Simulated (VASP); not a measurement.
# InSb (Pm-3m) in VASP: single point with LDA

Aim: the single point of InSb with LDA.

All numbers are computed with VASP 6.6.1; they aren't measurements. Logs are shortened: lines on timing, memory, paths and dates and some standing lists are left out, and cuts for length are marked.

## 1. The cell of the first run

It takes space group Pm-3m (No. 221, cubic). The conventional cell has a = 3.808 Å, b = 3.808 Å, c = 3.808 Å, α = 90.00°, β = 90.00°, γ = 90.00°. In (site symmetry m-3m) has 8 Sb at 3.30 Å and 6 In at 3.81 Å within 4.3 Å. Sb (site symmetry m-3m) has 8 In at 3.30 Å and 6 Sb at 3.81 Å within 4.3 Å.

## 2. Single point, LDA

Input file INCAR:

```
SYSTEM = InSb
ALGO = Normal ; EDIFF = 1E-6
ENCUT = 500 ; GGA_COMPAT = .False.
ISIF = 2 ; ISMEAR = 0
LASPH = .True. ; LCHARG = .False.
LREAL = .False. ; LWAVE = .False.
NBANDS = 16 ; NELM = 120
PREC = Accurate ; SIGMA = 0.1
```

Input file KPOINTS:

```
k-points
0
Gamma
  6 6 6
  0 0 0
```

Input file POSCAR:

```
InSb
1.0
    3.8076520000      0.0000000000      0.0000000000
    0.0000000000      3.8076520000      0.0000000000
    0.0000000000      0.0000000000      3.8076520000
In Sb
1 1
Direct
    0.0000000000      0.0000000000      0.0000000000
    0.5000000000      0.5000000000      0.5000000000
```

Potentials or basis: VASP PAW LDA potentials, release 64 (In_d, Sb).

Started as:

```sh
> cat potpaw_LDA.64/In_d/POTCAR potpaw_LDA.64/Sb/POTCAR > POTCAR
> mpirun -np 1 vasp_std > vasp.out
```

OUTCAR:

```text
SYSTEM = InSb
   EDIFF = 1E-6
   ENCUT = 500
   ISIF = 2
   ISMEAR = 0
   LASPH = .True.
   LREAL = .False.
   NELM = 120
   PREC = Accurate

 ion  position               nearest neighbor table
   1  0.000  0.000  0.000-   2 3.30   2 3.30   2 3.30   2 3.30   2 3.30   2 3.30   2 3.30   2 3.30

   2  0.500  0.500  0.500-   1 3.30   1 3.30   1 3.30   1 3.30   1 3.30   1 3.30   1 3.30   1 3.30

  LATTYP: Found a simple cubic cell.
 ALAT       =     3.8076520000

  Lattice vectors:

 A1 = (   3.8076520000,   0.0000000000,   0.0000000000)
 A2 = (   0.0000000000,   3.8076520000,   0.0000000000)
 A3 = (   0.0000000000,   0.0000000000,   3.8076520000)

Analysis of symmetry for initial positions (statically):
=====================================================================
 Subroutine PRICEL returns:
 Original cell was already a primitive cell.

 Routine SETGRP: Setting up the symmetry group for a
 simple cubic supercell.

 Subroutine GETGRP returns: Found 48 space group operations
 (whereof 48 operations were pure point group operations)
 out of a pool of 48 trial point group operations.

The static configuration has the point symmetry O_h .

Analysis of symmetry for dynamics (positions and initial velocities):
=====================================================================
 Subroutine PRICEL returns:
 Original cell was already a primitive cell.

 Routine SETGRP: Setting up the symmetry group for a
 simple cubic supercell.

 Subroutine GETGRP returns: Found 48 space group operations
 (whereof 48 operations were pure point group operations)
 out of a pool of 48 trial point group operations.

The dynamic configuration has the point symmetry O_h .

 Subroutine INISYM returns: Found 48 space group operations
 (whereof 48 operations are pure point group operations),
 and found     1 'primitive' translations

----------------------------------------------------------------------------------------

                                     Primitive cell

  volume of cell :      55.2042

  direct lattice vectors                    reciprocal lattice vectors
     3.807652000  0.000000000  0.000000000     0.262629043  0.000000000  0.000000000
     0.000000000  3.807652000  0.000000000     0.000000000  0.262629043  0.000000000
     0.000000000  0.000000000  3.807652000     0.000000000  0.000000000  0.262629043

  length of vectors
     3.807652000  3.807652000  3.807652000     0.262629043  0.262629043  0.262629043

  position of ions in fractional coordinates (direct lattice)
     0.000000000  0.000000000  0.000000000
     0.500000000  0.500000000  0.500000000

  ion indices of the primitive-cell ions
   primitive index   ion index
                 1           1
                 2           2

----------------------------------------------------------------------------------------

 KPOINTS: k-points

Automatic generation of k-mesh.
 Grid dimensions read from file:
 generate k-points for:    6    6    6

 Generating k-lattice:

  Cartesian coordinates                     Fractional coordinates (reciprocal lattice)
     0.043771507  0.000000000  0.000000000     0.166666667  0.000000000  0.000000000
     0.000000000  0.043771507  0.000000000     0.000000000  0.166666667  0.000000000
     0.000000000  0.000000000  0.043771507     0.000000000  0.000000000  0.166666667

  Length of vectors
     0.043771507  0.043771507  0.043771507

  Shift w.r.t. Gamma in fractional coordinates (k-lattice)
     0.000000000  0.000000000  0.000000000

 Subroutine IBZKPT returns following result:
 ===========================================

 Found     20 irreducible k-points:

 Following reciprocal coordinates:
            Coordinates               Weight
  0.000000  0.000000  0.000000      1.000000
  0.166667  0.000000  0.000000      6.000000
  0.333333  0.000000  0.000000      6.000000
  0.500000  0.000000  0.000000      3.000000
  0.166667  0.166667  0.000000     12.000000
  0.333333  0.166667  0.000000     24.000000
[... 12 lines left out ...]
  0.500000  0.500000  0.333333      6.000000
  0.500000  0.500000  0.500000      1.000000
   k-points           NKPTS =     20   k-points in BZ     NKDIM =     20   number of bands    NBANDS=     16
   number of dos      NEDOS =    301   number of ions     NIONS =      2
   total plane-waves  NPLWV =  21952
   dimension x,y,z NGX =    28 NGY =   28 NGZ =   28
   dimension x,y,z NGXF=    56 NGYF=   56 NGZF=   56
   ions per type =               1   1
   NGX,Y,Z   is equivalent  to a cutoff of  12.23, 12.23, 12.23 a.u.
   NGXF,Y,Z  is equivalent  to a cutoff of  24.45, 24.45, 24.45 a.u.
 SYSTEM =  InSb
   PREC   = accura    normal or accurate (medium, high low for compatibility)
   ISTART =      0    job   : 0-new  1-cont  2-samecut
   ICHARG =      2    charge: 1-file 2-atom 10-const
   ISPIN  =      1    spin polarized calculation?
   LNONCOLLINEAR =      F non collinear calculations
   LSORBIT =      F    spin-orbit coupling
   LASPH  =      T    aspherical Exc in radial PAW
   ENCUT  =  500.0 eV  36.75 Ry    6.06 a.u.   6.94  6.94  6.94*2*pi/ulx,y,z
   NELM   =    120;   NELMIN=  2; NELMDL= -5     # of ELM steps
   EDIFF  = 0.1E-05   stopping-criterion for ELM
   LREAL  =      F    real-space projection
[... 7 lines left out ...]
   TEBEG  =    0.0;   TEEND  =   0.0 temperature during run
   PSTRESS=    0.0 pullay stress
   NELECT =      18.0000    total number of electrons
   NUPDOWN=      -1.0000    fix difference up-down
   EMIN   =  10.00;   EMAX   =-10.00  energy-range for DOS
   EFERMI =   0.00;   METHOD = LEGACY
   ISMEAR =     0;   SIGMA  =   0.10  broadening in eV -4-tet -1-fermi 0-gaus
   EFERMI_NEDOS =   21; number of points for ismear=-14 and -15
   IALGO  =     38    algorithm
   IMIX   =      4    mixing-type and parameters
     AMIX     =   0.40;   BMIX     =  1.00
     AMIX_MAG =   1.60;   BMIX_MAG =  1.00
  volume/ion in A,a.u.               =      27.60       186.27
  Fermi-wavevector in a.u.,A,eV,Ry     =   1.126787  2.129318 17.274616  1.269648
  Thomas-Fermi vector in A             =   2.263470
   LORBIT       =      0    0 simple, 1 ext, 2 COOP (PROOUT), +10 PAW based schemes
   GGA     = CA    functional components
   LHFCALC =     F    Hartree Fock is set to
   AEXX    =    0.0000 exact exchange contribution
   IVDW    =     0    specifies the selected vdW correction
   LEPSILON=     F    determine dielectric tensor
   LRPA    =     F    only Hartree local field effects (RPA)
 non-spin polarized calculation
 Gauss-broadening in eV      SIGMA  =   0.10
  energy-cutoff  :      500.00
  volume of cell :       55.20
 maximum number of plane-waves:      1418
 NGX is ok and might be reduce to    28
   NGX = 13   NGY = 13   NGZ = 13

 number of electron      17.9999988 magnetization

 Free energy of the ion-electron system (eV)
  ---------------------------------------------------
  ext. energy  EPLUGINS =         0.00000000
  ---------------------------------------------------
  free energy    TOTEN  =        -7.79115144 eV

  energy without entropy =       -7.78066101  energy(sigma->0) =       -7.78590623

 E-fermi :   7.1861     XC(G=0): -10.2708

 val. band max:        7.1806325340   @ k =   0.1667   0.1667   0.0000
 cond. band min:       7.2421420871   @ k =   0.5000   0.1667   0.1667
 fundamental gap:      0.0615095531
 Fermi energy:         7.1861444551

 k-point     1 :       0.0000    0.0000    0.0000
  band No.  band energies     occupation
      1      -7.1906      2.00000
      2      -7.1906      2.00000
      3      -7.0854      2.00000
      4      -7.0854      2.00000
      5      -7.0854      2.00000
      6      -4.0978      2.00000
[... 8 lines left out ...]
     15      15.3124      0.00000
     16      19.0191      0.00000

 k-point     2 :       0.1667    0.0000    0.0000
  band No.  band energies     occupation
      1      -7.1888      2.00000
      2      -7.1658      2.00000
      3      -7.0968      2.00000
      4      -7.0968      2.00000
      5      -7.0848      2.00000
      6      -3.8392      2.00000
[... 8 lines left out ...]
     15      14.1631      0.00000
     16      17.5761      0.00000

 k-point     3 :       0.3333    0.0000    0.0000
  band No.  band energies     occupation
      1      -7.1853      2.00000
      2      -7.1194      2.00000
      3      -7.1194      2.00000
      4      -7.1166      2.00000
      5      -7.0836      2.00000
      6      -3.1332      2.00000
[... 8 lines left out ...]
     15      15.4868      0.00000
     16      16.8118      0.00000

 k-point     4 :       0.5000    0.0000    0.0000
  band No.  band energies     occupation
      1      -7.1835      2.00000
      2      -7.1306      2.00000
      3      -7.1306      2.00000
      4      -7.0923      2.00000
      5      -7.0830      2.00000
      6      -2.5459      2.00000
[... 8 lines left out ...]
     15      14.3670      0.00000
     16      19.5280      0.00000

 k-point     5 :       0.1667    0.1667    0.0000
  band No.  band energies     occupation
      1      -7.1759      2.00000
      2      -7.1515      2.00000
      3      -7.1124      2.00000
      4      -7.0975      2.00000
      5      -7.0935      2.00000
      6      -3.5776      2.00000
[... 8 lines left out ...]
     15      14.8145      0.00000
     16      17.1729      0.00000

 k-point     6 :       0.3333    0.1667    0.0000
  band No.  band energies     occupation
      1      -7.1684      2.00000
      2      -7.1427      2.00000
      3      -7.1170      2.00000
      4      -7.1046      2.00000
      5      -7.0929      2.00000
      6      -2.8699      2.00000
[... 8 lines left out ...]
     15      16.7498      0.00000
     16      16.9914      0.00000
[... 191 lines left out ...]
 k-point    17 :       0.3333    0.3333    0.3333
  band No.  band energies     occupation
      1      -7.1750      2.00000
      2      -7.1562      2.00000
      3      -7.1562      2.00000
      4      -7.0636      2.00000
      5      -7.0636      2.00000
      6      -1.3923      2.00000
[... 8 lines left out ...]
     15      18.6209      0.00000
     16      18.6209      0.00000

 k-point    18 :       0.5000    0.3333    0.3333
  band No.  band energies     occupation
      1      -7.1862      2.00000
      2      -7.1711      2.00000
      3      -7.1542      2.00000
      4      -7.0625      2.00000
      5      -7.0356      2.00000
      6      -1.0039      2.00000
[... 8 lines left out ...]
     15      19.0955      0.00000
     16      19.9384      0.00000

 k-point    19 :       0.5000    0.5000    0.3333
  band No.  band energies     occupation
      1      -7.1972      2.00000
      2      -7.1688      2.00000
      3      -7.1688      2.00000
      4      -7.0484      2.00000
      5      -7.0203      2.00000
      6      -0.7116      2.00000
[... 8 lines left out ...]
     15      21.1005      0.00000
     16      21.1005      0.00000

 k-point    20 :       0.5000    0.5000    0.5000
  band No.  band energies     occupation
      1      -7.1853      2.00000
      2      -7.1853      2.00000
      3      -7.1853      2.00000
      4      -7.0197      2.00000
      5      -7.0197      2.00000
      6      -0.4989      2.00000
[... 8 lines left out ...]
     15      22.3349      0.00000
     16      23.0229      0.00000

------------------------ aborting loop because EDIFF is reached ----------------------------------------

  FORCE on cell =-STRESS in cart. coord.  units (eV):
  Direction    XX          YY          ZZ          XY          YZ          ZX
  --------------------------------------------------------------------------------------
  -------------------------------------------------------------------------------------
  Total       -1.4816417     -1.4816417     -1.4816417      0.0000000      0.0000000     -0.0000000
  in kB      -43.0013424    -43.0013424    -43.0013424      0.0000000      0.0000000     -0.0000000
  external PRESSURE =     -43.0013424 kB  Pullay stress =       0.0000000 kB

 VOLUME and BASIS-vectors are now :
 -----------------------------------------------------------------------------
  energy-cutoff  :      500.00
  volume of cell :       55.20
      direct lattice vectors                 reciprocal lattice vectors
     3.807652000  0.000000000  0.000000000     0.262629043  0.000000000  0.000000000
     0.000000000  3.807652000  0.000000000     0.000000000  0.262629043  0.000000000
     0.000000000  0.000000000  3.807652000     0.000000000  0.000000000  0.262629043

 POSITION                                       TOTAL-FORCE (eV/Angst)
 -----------------------------------------------------------------------------------
      0.00000      0.00000      0.00000         0.000000      0.000000      0.000000
      1.90383      1.90383      1.90383         0.000000      0.000000      0.000000
 -----------------------------------------------------------------------------------
    total drift:                               -0.000000      0.000000     -0.000000

  FREE ENERGIE OF THE ION-ELECTRON SYSTEM (eV)
  ---------------------------------------------------
  free  energy   TOTEN  =        -7.7911514439 eV

  energy  without entropy=       -7.7806610091  energy(sigma->0) =       -7.78590623
```

Run time: 7.1 s. Hardware: 1 thread of Intel Xeon Platinum 8488C (Sapphire Rapids), shared host; peak memory 0.14 GiB.

What came out:

* Free energy: -7.7912 eV
* Pressure: -4.3 GPa
* Band gap on the k mesh: zero (band 9 reaches 8.41 eV, above the bottom of band 10 at 5.17 eV)

Levels at points of the mesh, in eV from the Fermi level:
```csv
k point,band 6,band 7,band 8,band 9,band 10,band 11,band 12,band 13
"(0.00, 0.00, 0.00)",-11.28,-2.27,-0.59,-0.59,-0.59,4.22,4.22,8.13
"(0.50, 0.00, 0.00)",-9.73,-6.96,1.23,1.23,2.18,2.41,3.83,3.83
"(0.50, 0.50, 0.00)",-8.39,-4.24,-4.23,-4.23,1.86,5.52,5.65,5.65
"(0.50, 0.50, 0.50)",-7.69,-2.51,-2.01,-2.01,-2.01,-0.31,-0.31,-0.31
```

Caveat: spin-orbit coupling is left out, which moves the levels of the heavy elements.
